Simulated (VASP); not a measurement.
# C (C2/m) in VASP: a series of runs, part 2 of 2

VASP 6.6.1. Earlier steps stand in the parts before.

**4. Single point, PBEsol+D3(BJ) (mode 4 frozen in at +0.000 Å and mode 6 at +0.040 Å (largest displacements))**

INCAR

```
  PREC = Accurate
  ENCUT = 520
  EDIFF = 1E-7
  ISMEAR = 0
  SIGMA = 0.05
  LREAL = False
  LASPH = True
  NELM = 100
  ALGO = Normal
  ISIF = 2
  LWAVE = False
  LCHARG = False
  GGA = PS
  IVDW = 12
  NBANDS = 11
```

KPOINTS

```
regular mesh
0
Gamma
  15 15 15
```

POSCAR

```
C
1.0
    1.2290461105      0.7095901028      3.2829684898
   -1.2290461105      0.7095901028      3.2829684898
    0.0000000000     -1.4191802055      3.2829684898
C
2
Direct
    0.1759787115      0.1759787115      0.1477934255
    0.8240212885      0.8240212885      0.8522065745
```

Potentials or basis: VASP PAW PBE potentials, release 64 (C).

Run with:

```
cat potpaw_PBE.64/C/POTCAR > POTCAR
mpirun -np 1 vasp_std > vasp.out
```

OUTCAR:

```text
PREC = Accurate
   ENCUT = 520
   EDIFF = 1E-7
   ISMEAR = 0
   LREAL = False
   LASPH = True
   NELM = 100
   ISIF = 2
   GGA = PS
   IVDW = 12
 IVDW          = 12

 ion  position               nearest neighbor table
   1  0.176  0.176  0.148-   2 1.38   2 1.38   2 1.50
   2  0.824  0.824  0.852-   1 1.38   1 1.38   1 1.50

  LATTYP: Found a trigonal (rhomboedric) cell.
 ALAT       =     3.5765842029
 COS(alpha) =     0.7638274378

  Lattice vectors:

 A1 = (   1.2290461105,   0.7095901028,   3.2829684898)
 A2 = (  -1.2290461105,   0.7095901028,   3.2829684898)
 A3 = (   0.0000000000,  -1.4191802055,   3.2829684898)

Analysis of symmetry for initial positions (statically):
=====================================================================
 Subroutine PRICEL returns:
 Original cell was already a primitive cell.

 Routine SETGRP: Setting up the symmetry group for a
 trigonal (rhombohedral) supercell.

 Subroutine GETGRP returns: Found  4 space group operations
 (whereof  4 operations were pure point group operations)
 out of a pool of 12 trial point group operations.

The static configuration has the point symmetry C_2h.

Analysis of symmetry for dynamics (positions and initial velocities):
=====================================================================
 Subroutine PRICEL returns:
 Original cell was already a primitive cell.

 Routine SETGRP: Setting up the symmetry group for a
 trigonal (rhombohedral) supercell.

 Subroutine GETGRP returns: Found  4 space group operations
 (whereof  4 operations were pure point group operations)
 out of a pool of 12 trial point group operations.

The dynamic configuration has the point symmetry C_2h.

 Subroutine INISYM returns: Found  4 space group operations
 (whereof  4 operations are pure point group operations),
 and found     1 'primitive' translations

----------------------------------------------------------------------------------------

                                     Primitive cell

  volume of cell :      17.1788
[... 117 lines left out ...]
   IVDW    =    12    specifies the selected vdW correction
   LEPSILON=     F    determine dielectric tensor
   LRPA    =     F    only Hartree local field effects (RPA)
 non-spin polarized calculation
 Gauss-broadening in eV      SIGMA  =   0.05
  energy-cutoff  :      520.00
  volume of cell :       17.18
 maximum number of plane-waves:       476
   NGX = 13   NGY = 13   NGZ = 13

 number of electron       8.0000000 magnetization

 Free energy of the ion-electron system (eV)
  ---------------------------------------------------
  ext. energy  EPLUGINS =         0.00000000
  ---------------------------------------------------
  free energy    TOTEN  =       -19.11582817 eV

  energy without entropy =      -19.11582760  energy(sigma->0) =      -19.11582788

 E-fermi :   4.7939     XC(G=0): -10.7118

 val. band max:        4.6847936953   @ k =   0.2000  -0.1333  -0.4667
 cond. band min:       4.9030186297   @ k =   0.2000  -0.1333  -0.4667
 fundamental gap:      0.2182249343
 Fermi energy:         4.7939065556

 k-point     1 :       0.0000    0.0000    0.0000
  band No.  band energies     occupation
      1     -14.8769      2.00000
      2      -1.6693      2.00000
      3       0.7014      2.00000
      4       3.1557      2.00000
      5       9.0489      0.00000
      6      11.6744      0.00000
      7      14.8527      0.00000
      8      16.3521      0.00000
      9      17.8498      0.00000
     10      27.3522      0.00000
     11      30.7873      0.00000
[... 309 lines left out ...]
 k-point    24 :       0.2667    0.0667   -0.0000
  band No.  band energies     occupation
      1     -13.4668      2.00000
      2      -2.5104      2.00000
      3      -0.4284      2.00000
      4       0.1663      2.00000
      5      11.2724      0.00000
      6      12.4106      0.00000
      7      13.1940      0.00000
      8      17.6242      0.00000
      9      20.5507      0.00000
     10      23.8251      0.00000
     11      28.0777      0.00000

 [... further k-points ...]

------------------------ aborting loop because EDIFF is reached ----------------------------------------

 Edisp (eV)   -0.22537

 E8    (eV) :    -0.1096

  FORCE on cell =-STRESS in cart. coord.  units (eV):
  Direction    XX          YY          ZZ          XY          YZ          ZX
  --------------------------------------------------------------------------------------
  -------------------------------------------------------------------------------------
  Total       1.51525    -0.39643     0.00648     0.00000     0.00768     0.00000
  in kB     141.31897   -36.97255     0.60479     0.00000     0.71669     0.00000
  external pressure =       34.98 kB  Pullay stress =        0.00 kB

 VOLUME and BASIS-vectors are now :
 -----------------------------------------------------------------------------
  energy-cutoff  :      520.00
  volume of cell :       17.18
      direct lattice vectors                 reciprocal lattice vectors
     1.229046110  0.709590103  3.282968490     0.406819562  0.234877383  0.101534125
    -1.229046110  0.709590103  3.282968490    -0.406819562  0.234877383  0.101534125
     0.000000000 -1.419180206  3.282968490     0.000000000 -0.469754767  0.101534125

 POSITION                                       TOTAL-FORCE (eV/Angst)
 -----------------------------------------------------------------------------------
      0.00000      0.04000      1.64067         0.000000     -3.969448      0.006715
      0.00000     -0.04000      8.20824         0.000000      3.969448     -0.006715
 -----------------------------------------------------------------------------------
    total drift:                               -0.000000      0.000000      0.000000

  FREE ENERGIE OF THE ION-ELECTRON SYSTEM (eV)
  ---------------------------------------------------
  free  energy   TOTEN  =       -19.3411973908 eV

  energy  without entropy=      -19.3411968193  energy(sigma->0) =      -19.34119711
```

Run time: 100 s. Hardware: 1 thread of Intel Xeon 6975P-C (Granite Rapids), shared host; peak memory 0.27 GiB.

What came out:

```
Free energy                : -19.3412 eV
Pressure                   : 3.5 GPa
Largest force              : 3.969 eV/Å
Band gap on the k mesh     : 0.22 eV, direct
Dispersion energy per atom : -0.113 eV
```

Forces in eV/Å, atoms in the order of the input:
```
C    0.000 -3.969  0.007
C    0.000  3.969 -0.007
```

Levels at points of the mesh, in eV from the valence-band top:
| k point | band 1 | band 2 | band 3 | band 4 | band 5 | band 6 | band 7 | band 8 |
| --- | --- | --- | --- | --- | --- | --- | --- | --- |
| (0.00, 0.00, 0.00) | -19.56 | -6.35 | -3.98 | -1.53 | 4.36 | 6.99 | 10.17 | 11.67 |

Caveat: the cell differs from its parent crystal (mode 4 frozen in at +0.000 Å and mode 6 at +0.040 Å (largest displacements)); the PAW data sets were made with another functional, which shifts forces and pressure a little. A k mesh can miss the band edges.

**5. Single point, PBEsol+D3(BJ) (mode 4 frozen in at -0.063 Å and mode 6 at -0.040 Å (largest displacements))**

INCAR

```
SYSTEM = C
PREC = Accurate
ENCUT = 520
EDIFF = 1E-6
ISMEAR = 0
SIGMA = 0.05
LREAL = .FALSE.
LASPH = .TRUE.
NELM = 60
ALGO = Normal
ISIF = 2
LWAVE = .FALSE.
LCHARG = .FALSE.
GGA = PS
IVDW = 12
NBANDS = 11
```

KPOINTS

```
regular mesh
0
G
  15 15 15
  0 0 0
```

POSCAR

```
C
1.0
    1.2290461105      0.7095901028      3.2829684898
   -1.2290461105      0.7095901028      3.2829684898
    0.0000000000     -1.4191802055      3.2829684898
C
2
Direct
    0.1507614107      0.1507614107      0.1789466968
    0.8492385893      0.8492385893      0.8210533032
```

Run with:

```
cat potpaw_PBE.64/C/POTCAR > POTCAR
mpirun -np 1 vasp_std > vasp.out
```

Wall time 96 s (1 thread of Intel Xeon 6975P-C (Granite Rapids), shared host); peak memory 0.27 GiB.

The run converged. Its results:

| Quantity | Value |
| --- | --- |
| Free energy | -19.1913 eV |
| Pressure | 2.8 GPa |
| Largest force | 5.104 eV/Å |
| Band gap on the k mesh | 0.07 eV, indirect (least direct gap 0.10 eV) |
| Dispersion energy per atom | -0.113 eV |

Forces in eV/Å, atoms in the order of the input:
```
C    0.000  4.701  1.989
C    0.000 -4.701 -1.989
```

Stress tensor (GPa, compression positive):
```
-4.13  0.00  0.00
 0.00 15.55 -5.59
 0.00 -5.59 -2.97
```

Levels at points of the mesh, in eV from the valence-band top:
| k point | band 2 | band 3 | band 4 | band 5 | band 6 | band 7 |
| --- | --- | --- | --- | --- | --- | --- |
| (0.00, 0.00, 0.00) | -6.32 | -3.83 | -1.47 | 3.93 | 6.97 | 9.94 |

Caveat: the cell differs from its parent crystal (mode 4 frozen in at -0.063 Å and mode 6 at -0.040 Å (largest displacements)); the PAW data sets were made with another functional, which shifts forces and pressure a little.
